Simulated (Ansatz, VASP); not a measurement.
**One calculation of TlSe2, two programs**

```xyz
3
Lattice="4.7550 0.0000 0.0000 -2.3775 4.1179 0.0000 0.0000 0.0000 4.4034" Properties=species:S:1:pos:R:3 pbc="T T T"
Tl    0.0000    0.0000    0.0000
Se    0.0000    2.7453    2.2017
Se    2.3775    1.3726    2.2017
```

Alike in both runs: functional PBE; k mesh 12 × 12 × 10; occupations gaussian, width 0.1 eV; no spin polarisation.

Ansatz relaxed the structure, and its values are those at the end. VASP's run is a single point on that final structure, the one shown.

|  | VASP | Ansatz |
| --- | --- | --- |
| version | VASP 6.6.1 | Ansatz 0.2.0 |
| potentials or method | VASP PAW PBE potentials, release 64 (Tl_d, Se), cutoff 520 eV | scalar-relativistic, plane waves, PAW |
| valence electrons in the cell | 25 | 45 |

|  | VASP | Ansatz | Ansatz less VASP |
| --- | --- | --- | --- |
| gap on the k mesh at the Fermi level (eV) | none | none | - |
| pressure (GPa) | 0.0 | 0.0 | +0.01 |

A gap of «none» marks a metal or a gap that the smearing closes. VASP's potentials hold 25 valence electrons a cell and Ansatz's 45, so a difference there can come from the potentials and not from the codes.

Neither program's run includes spin-orbit coupling.
